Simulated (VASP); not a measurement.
Set up this calculation in VASP 6.6.1, as the native input.

```yaml
Task: single point
Functional: PBE
Dispersion: D3(BJ)
Potentials_or_basis: VASP PAW PBE potentials, release 64 (W_sv, S)
Cutoff: 520 eV
k_mesh: 10 × 10 × 3
Occupations: gaussian, width 0.05 eV
Spin: no spin polarisation
Dipole_correction: no
Further_INCAR_settings: ALGO = Normal; EDIFF = 1e-07; NBANDS = 35
```

The structure of WS2 lies in POSCAR:

```
WS2
1.0
   -3.1542061832      0.0000000000      0.0000000000
   -1.5771030916     -2.7316226834      0.0000000000
   -2.7597727000     -1.5933555112     12.1399091344
W S
2 4
Direct
    0.1875083333      0.1875083333      0.2500000000
    0.2291916667      0.2291916667      0.7500000000
   -0.0284803192     -0.0284803192      0.6202874207
    0.5965030142      0.5965030142      0.1202874207
   -0.1798030142     -0.1798030142      0.8797125793
    0.4451803192      0.4451803192      0.3797125793
```

The input as run:

INCAR

```
SYSTEM = WS2
PREC = Accurate
ENCUT = 520
EDIFF = 1E-7
ISMEAR = 0
SIGMA = 0.05
LREAL = .FALSE.
LASPH = .TRUE.
NELM = 60
ALGO = Normal
ISIF = 2
LWAVE = .FALSE.
LCHARG = .FALSE.
GGA = PE
IVDW = 12
NBANDS = 35
```

KPOINTS

```
Automatic mesh
0
G
  10 10 3
  0 0 0
```

Potentials or basis: VASP PAW PBE potentials, release 64 (W_sv, S).

Run with:

```bash
$ cat potpaw_PBE.64/W_sv/POTCAR potpaw_PBE.64/S/POTCAR > POTCAR
$ mpirun -np 1 vasp_std > vasp.out
```

Results of the run:

The pressure is 1.0 GPa, the largest force is 0.506 eV/Å and the band gap on the k mesh is 0.84 eV (least direct gap 2.00 eV). The dispersion energy per atom is -0.435 eV.

Caveat: spin-orbit coupling is left out, which moves the levels of the heavy elements; an odd mesh through Γ misses points on the zone boundary, where band edges can lie.

Run time: 7.3 min on 1 thread of Intel Xeon 8259CL (shared host), peak memory 0.39 GiB.
